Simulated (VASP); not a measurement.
# GeSb2Te4 (I-4m2) in VASP: single point with PBEsol

Aim: the single point of GeSb2Te4 with PBEsol.

Everything below comes from runs of VASP 6.6.1. Logs are shortened: lines on timing, memory, paths and dates and some standing lists are left out, and cuts for length are marked.

**1. The cell of the first run**

Symmetry: I-4m2, No. 119, tetragonal system. The conventional cell has a = 6.014 Å, b = 6.014 Å, c = 11.888 Å, α = 90.00°, β = 90.00°, γ = 90.00°. Within 3.8 Å of Ge (site symmetry -4m2) lie 6 Te at 2.92 to 3.01 Å. Sb (site symmetry -4m2) has 6 Te at 3.01 to 3.03 Å within 4.0 Å. Sb (site symmetry -4m2) has 6 Te at 3.01 to 3.05 Å within 4.0 Å. Te (site symmetry 2mm) has 2 Ge at 3.01 Å and 3 Sb at 3.01 to 3.05 Å and 12 Te at 4.13 to 4.32 Å within 4.4 Å. Within 3.8 Å of Te (site symmetry 2mm) lie 1 Ge at 2.92 Å and 3 Sb at 3.01 to 3.03 Å.

**2. Single point, PBEsol**

Input file INCAR:

```
ALGO = Normal
EDIFF = 1E-7
ENCUT = 520
GGA = PS
ISIF = 2
ISMEAR = 0
LASPH = True
LCHARG = False
LREAL = False
LWAVE = False
NBANDS = 33
NELM = 100
PREC = Accurate
SIGMA = 0.1
```

Input file KPOINTS:

```
k-points
0
Gamma
  8 8 8
```

Input file POSCAR:

```
GeSb2Te4
1.0
   -3.0072357529      3.0072357529      5.9442343522
    3.0072357529     -3.0072357529      5.9442343522
    3.0072357529      3.0072357529     -5.9442343522
Ge Sb Te
1 2 4
Direct
    0.0000000000      0.0000000000      0.0000000000
    0.5000000000      0.5000000000      0.0000000000
    0.2500000000      0.7500000000      0.5000000000
    0.5064895953      0.0064895953      0.5000000000
    0.2452143274      0.2452143274      0.0000000000
    0.9935104047      0.4935104047      0.5000000000
    0.7547856726      0.7547856726      0.0000000000
```

Potentials or basis: VASP PAW PBE potentials, release 64 (Ge_d, Sb, Te).

Run with:

```sh
$ cat potpaw_PBE.64/Ge_d/POTCAR potpaw_PBE.64/Sb/POTCAR potpaw_PBE.64/Te/POTCAR > POTCAR
$ mpirun -np 1 vasp_std > vasp.out
```

OUTCAR:

```text
EDIFF = 1E-7
   ENCUT = 520
   GGA = PS
   ISIF = 2
   ISMEAR = 0
   LASPH = True
   LREAL = False
   NELM = 100
   PREC = Accurate

 ion  position               nearest neighbor table
   1  0.000  0.000  0.000-   5 2.92   7 2.92   6 3.01   4 3.01   4 3.01   6 3.01
   2  0.500  0.500  0.000-   4 3.01   6 3.01   4 3.01   6 3.01   5 3.03   7 3.03
   3  0.250  0.750  0.500-   7 3.01   5 3.01   7 3.01   5 3.01   4 3.05   6 3.05
   4  0.506  0.006  0.500-   1 3.01   2 3.01   2 3.01   1 3.01   3 3.05
   5  0.245  0.245  0.000-   1 2.92   3 3.01   3 3.01   2 3.03
   6  0.994  0.494  0.500-   2 3.01   1 3.01   1 3.01   2 3.01   3 3.05
   7  0.755  0.755  0.000-   1 2.92   3 3.01   3 3.01   2 3.03

  LATTYP: Found a body centered tetragonal cell.
 ALAT       =     6.0144715058
 C/A-ratio  =     1.9766439483

  Lattice vectors:

 A1 = (  -3.0072357529,   3.0072357529,   5.9442343522)
 A2 = (   3.0072357529,  -3.0072357529,   5.9442343522)
 A3 = (   3.0072357529,   3.0072357529,  -5.9442343522)

Analysis of symmetry for initial positions (statically):
=====================================================================
 Subroutine PRICEL returns:
 Original cell was already a primitive cell.

 Routine SETGRP: Setting up the symmetry group for a
 body centered tetragonal supercell.

 Subroutine GETGRP returns: Found  8 space group operations
 (whereof  8 operations were pure point group operations)
 out of a pool of 16 trial point group operations.

The static configuration has the point symmetry D_2d.

Analysis of symmetry for dynamics (positions and initial velocities):
=====================================================================
 Subroutine PRICEL returns:
 Original cell was already a primitive cell.

 Routine SETGRP: Setting up the symmetry group for a
 body centered tetragonal supercell.

 Subroutine GETGRP returns: Found  8 space group operations
 (whereof  8 operations were pure point group operations)
 out of a pool of 16 trial point group operations.

The dynamic configuration has the point symmetry D_2d.

 Subroutine INISYM returns: Found  8 space group operations
 (whereof  8 operations are pure point group operations),
 and found     1 'primitive' translations

----------------------------------------------------------------------------------------

                                     Primitive cell

  volume of cell :     215.0259

  direct lattice vectors                    reciprocal lattice vectors
    -3.007235753  3.007235753  5.944234352     0.000000000  0.166265648  0.084115122
     3.007235753 -3.007235753  5.944234352     0.166265648  0.000000000  0.084115122
     3.007235753  3.007235753 -5.944234352     0.166265648  0.166265648  0.000000000

  length of vectors
     7.308957229  7.308957229  7.308957229     0.186332014  0.186332014  0.235135134

  position of ions in fractional coordinates (direct lattice)
     0.000000000  0.000000000  0.000000000
     0.500000000  0.500000000  0.000000000
     0.250000000  0.750000000  0.500000000
     0.506489595  0.006489595  0.500000000
     0.245214327  0.245214327  0.000000000
     0.993510405  0.493510405  0.500000000
     0.754785673  0.754785673  0.000000000

  ion indices of the primitive-cell ions
   primitive index   ion index
                 1           1
                 2           2
                 3           3
                 4           4
                 5           5
                 6           6
                 7           7

----------------------------------------------------------------------------------------

 KPOINTS: k-points

Automatic generation of k-mesh.
 Grid dimensions read from file:
 generate k-points for:    8    8    8

 Generating k-lattice:

  Cartesian coordinates                     Fractional coordinates (reciprocal lattice)
     0.000000000  0.020783206  0.010514390     0.125000000 -0.000000000  0.000000000
     0.020783206  0.000000000  0.010514390    -0.000000000  0.125000000  0.000000000
     0.020783206  0.020783206  0.000000000     0.000000000  0.000000000  0.125000000

  Length of vectors
     0.023291502  0.023291502  0.029391892

  Shift w.r.t. Gamma in fractional coordinates (k-lattice)
     0.000000000  0.000000000  0.000000000

 Subroutine IBZKPT returns following result:
 ===========================================

 Found     59 irreducible k-points:

 Following reciprocal coordinates:
            Coordinates               Weight
  0.000000  0.000000  0.000000      1.000000
  0.125000  0.000000  0.000000      8.000000
  0.250000  0.000000  0.000000      8.000000
  0.375000  0.000000 -0.000000      8.000000
  0.500000  0.000000  0.000000      4.000000
  0.125000  0.125000  0.000000      8.000000
[... 16 lines left out ...]
  0.250000  0.125000  0.125000     16.000000
  0.375000  0.125000  0.125000      8.000000
 [... further k-points ...]
   k-points           NKPTS =     59   k-points in BZ     NKDIM =     59   number of bands    NBANDS=     33
   number of dos      NEDOS =    301   number of ions     NIONS =      7
   total plane-waves  NPLWV = 157464
   dimension x,y,z NGX =    54 NGY =   54 NGZ =   54
   dimension x,y,z NGXF=   108 NGYF=  108 NGZF=  108
   ions per type =               1   2   4
   NGX,Y,Z   is equivalent  to a cutoff of  12.28, 12.28, 12.28 a.u.
   NGXF,Y,Z  is equivalent  to a cutoff of  24.57, 24.57, 24.57 a.u.
 SYSTEM =  unknown system
   PREC   = accura    normal or accurate (medium, high low for compatibility)
   ISTART =      0    job   : 0-new  1-cont  2-samecut
   ICHARG =      2    charge: 1-file 2-atom 10-const
   ISPIN  =      1    spin polarized calculation?
   LNONCOLLINEAR =      F non collinear calculations
   LSORBIT =      F    spin-orbit coupling
   LASPH  =      T    aspherical Exc in radial PAW
   ENCUT  =  520.0 eV  38.22 Ry    6.18 a.u.  13.59 13.59 13.59*2*pi/ulx,y,z
   NELM   =    100;   NELMIN=  2; NELMDL= -5     # of ELM steps
   EDIFF  = 0.1E-06   stopping-criterion for ELM
   LREAL  =      F    real-space projection
   EDIFFG = 0.1E-05   stopping-criterion for IOM
   NSW    =      0    number of steps for IOM
   IBRION =     -1    ionic relax: 0-MD 1-quasi-New 2-CG
   NFREE  =      0    steps in history (QN), initial steepest desc. (CG)
   ISIF   =      2    stress and relaxation
   ISYM   =      2    0-nonsym 1-usesym 2-fastsym
   POTIM  = 0.5000    time-step for ionic-motion
   TEBEG  =    0.0;   TEEND  =   0.0 temperature during run
   PSTRESS=    0.0 pullay stress
   NELECT =      48.0000    total number of electrons
   NUPDOWN=      -1.0000    fix difference up-down
   EMIN   =  10.00;   EMAX   =-10.00  energy-range for DOS
   EFERMI =   0.00;   METHOD = LEGACY
   ISMEAR =     0;   SIGMA  =   0.10  broadening in eV -4-tet -1-fermi 0-gaus
   EFERMI_NEDOS =   21; number of points for ismear=-14 and -15
   IALGO  =     38    algorithm
   IMIX   =      4    mixing-type and parameters
     AMIX     =   0.40;   BMIX     =  1.00
     AMIX_MAG =   1.60;   BMIX_MAG =  1.00
  volume/ion in A,a.u.               =      30.72       207.30
  Fermi-wavevector in a.u.,A,eV,Ry     =   0.993097  1.876681 13.418629  0.986241
  Thomas-Fermi vector in A             =   2.124955
   LORBIT       =      0    0 simple, 1 ext, 2 COOP (PROOUT), +10 PAW based schemes
   GGA     = PS    functional components
   LHFCALC =     F    Hartree Fock is set to
   AEXX    =    0.0000 exact exchange contribution
   IVDW    =     0    specifies the selected vdW correction
   LEPSILON=     F    determine dielectric tensor
   LRPA    =     F    only Hartree local field effects (RPA)
 non-spin polarized calculation
 Gauss-broadening in eV      SIGMA  =   0.10
  energy-cutoff  :      520.00
  volume of cell :      215.03
 maximum number of plane-waves:      5820
   NGX = 27   NGY = 27   NGZ = 27

 number of electron      47.9999998 magnetization

 Free energy of the ion-electron system (eV)
  ---------------------------------------------------
  ext. energy  EPLUGINS =         0.00000000
  ---------------------------------------------------
  free energy    TOTEN  =       -28.21168704 eV

  energy without entropy =      -28.20412509  energy(sigma->0) =      -28.20790607

 E-fermi :   5.9020     XC(G=0):  -9.5123

 val. band max:        5.8832076092   @ k =   0.5000   0.5000   0.0000
 cond. band min:       5.9023343593   @ k =   0.3750   0.1250   0.1250
 fundamental gap:      0.0191267500
 Fermi energy:         5.9019917562

 k-point     1 :       0.0000    0.0000    0.0000
  band No.  band energies     occupation
      1     -18.8053      2.00000
      2     -18.7988      2.00000
      3     -18.7927      2.00000
      4     -18.7857      2.00000
      5     -18.7857      2.00000
      6      -7.2248      2.00000
[... 25 lines left out ...]
     32      11.0758      0.00000
     33      11.4750      0.00000

 k-point     2 :       0.1250    0.0000    0.0000
  band No.  band energies     occupation
      1     -18.8053      2.00000
      2     -18.7988      2.00000
      3     -18.7927      2.00000
      4     -18.7857      2.00000
      5     -18.7857      2.00000
      6      -7.1590      2.00000
[... 25 lines left out ...]
     32      10.9884      0.00000
     33      11.1889      0.00000

 k-point     3 :       0.2500    0.0000    0.0000
  band No.  band energies     occupation
      1     -18.8053      2.00000
      2     -18.7988      2.00000
      3     -18.7927      2.00000
      4     -18.7857      2.00000
      5     -18.7857      2.00000
      6      -6.9659      2.00000
[... 25 lines left out ...]
     32      10.3823      0.00000
     33      10.7107      0.00000

 k-point     4 :       0.3750    0.0000   -0.0000
  band No.  band energies     occupation
      1     -18.8053      2.00000
      2     -18.7989      2.00000
      3     -18.7927      2.00000
      4     -18.7857      2.00000
      5     -18.7857      2.00000
      6      -6.6654      2.00000
[... 25 lines left out ...]
     32      10.2262      0.00000
     33      10.5388      0.00000

 k-point     5 :       0.5000    0.0000    0.0000
  band No.  band energies     occupation
      1     -18.8053      2.00000
      2     -18.7989      2.00000
      3     -18.7927      2.00000
      4     -18.7857      2.00000
      5     -18.7857      2.00000
      6      -6.4090      2.00000
[... 604 lines left out ...]
 k-point    22 :       0.1250    0.1250    0.1250
  band No.  band energies     occupation
      1     -18.8053      2.00000
      2     -18.7989      2.00000
      3     -18.7927      2.00000
      4     -18.7857      2.00000
      5     -18.7857      2.00000
      6      -6.7567      2.00000
[... 25 lines left out ...]
     32       9.7404      0.00000
     33      10.4565      0.00000

 k-point    23 :       0.2500    0.1250    0.1250
  band No.  band energies     occupation
      1     -18.8052      2.00000
      2     -18.7989      2.00000
      3     -18.7927      2.00000
      4     -18.7857      2.00000
      5     -18.7857      2.00000
      6      -6.4560      2.00000
[... 25 lines left out ...]
     32       9.5519      0.00000
     33      10.0491      0.00000

 k-point    24 :       0.3750    0.1250    0.1250
  band No.  band energies     occupation
      1     -18.8052      2.00000
      2     -18.7989      2.00000
      3     -18.7927      2.00000
      4     -18.7857      2.00000
      5     -18.7857      2.00000
      6      -6.1938      2.00000
[... 25 lines left out ...]
     32       9.4982      0.00000
     33       9.6525      0.00000

 [... further k-points ...]

------------------------ aborting loop because EDIFF is reached ----------------------------------------

  FORCE on cell =-STRESS in cart. coord.  units (eV):
  Direction    XX          YY          ZZ          XY          YZ          ZX
  --------------------------------------------------------------------------------------
  -------------------------------------------------------------------------------------
  Total        0.0584527      0.0584527      0.0711699      0.0000000      0.0000000      0.0000000
  in kB        0.4355364      0.4355364      0.5302934      0.0000000      0.0000000      0.0000000
  external PRESSURE =       0.4671221 kB  Pullay stress =       0.0000000 kB

 VOLUME and BASIS-vectors are now :
 -----------------------------------------------------------------------------
  energy-cutoff  :      520.00
  volume of cell :      215.03
      direct lattice vectors                 reciprocal lattice vectors
    -3.007235753  3.007235753  5.944234352     0.000000000  0.166265648  0.084115122
     3.007235753 -3.007235753  5.944234352     0.166265648  0.000000000  0.084115122
     3.007235753  3.007235753 -5.944234352     0.166265648  0.166265648  0.000000000

 POSITION                                       TOTAL-FORCE (eV/Angst)
 -----------------------------------------------------------------------------------
      0.00000      0.00000      0.00000        -0.000000      0.000000      0.000000
      0.00000      0.00000      5.94423        -0.000000      0.000000      0.000000
      3.00724      0.00000      2.97212        -0.000000      0.000000      0.000000
      0.00000      3.00724      0.07715         0.000000      0.000000      0.005890
      0.00000      0.00000      2.91522         0.000000     -0.000000     -0.002355
      0.00000      3.00724      5.86708        -0.000000      0.000000     -0.005890
      0.00000      0.00000      8.97325         0.000000     -0.000000      0.002355
 -----------------------------------------------------------------------------------
    total drift:                               -0.000000      0.000000     -0.000000

  FREE ENERGIE OF THE ION-ELECTRON SYSTEM (eV)
  ---------------------------------------------------
  free  energy   TOTEN  =       -28.2116870432 eV

  energy  without entropy=      -28.2041250931  energy(sigma->0) =      -28.20790607
```

Wall time 12 min (1 thread of Intel Xeon Platinum 8375C at 2.90GHz (Ice Lake), shared host); peak memory 0.64 GiB.

Results:

| Item | Value |
| --- | --- |
| Free energy | -28.2117 eV |
| Pressure | 0.0 GPa |
| Largest force | 0.006 eV/Å |
| Band gap on the k mesh | zero (bands 24 and 25 overlap by 0.18 eV) |

Forces on the atoms (eV/Å):
```
Ge   0.000  0.000  0.000
Sb   0.000  0.000  0.000
Sb   0.000  0.000  0.000
Te   0.000  0.000  0.006
Te   0.000  0.000 -0.002
Te   0.000  0.000 -0.006
Te   0.000  0.000  0.002
```

Caveat: the PAW data sets were made with another functional, which shifts forces and pressure a little; spin-orbit coupling is left out, which moves the levels of the heavy elements.
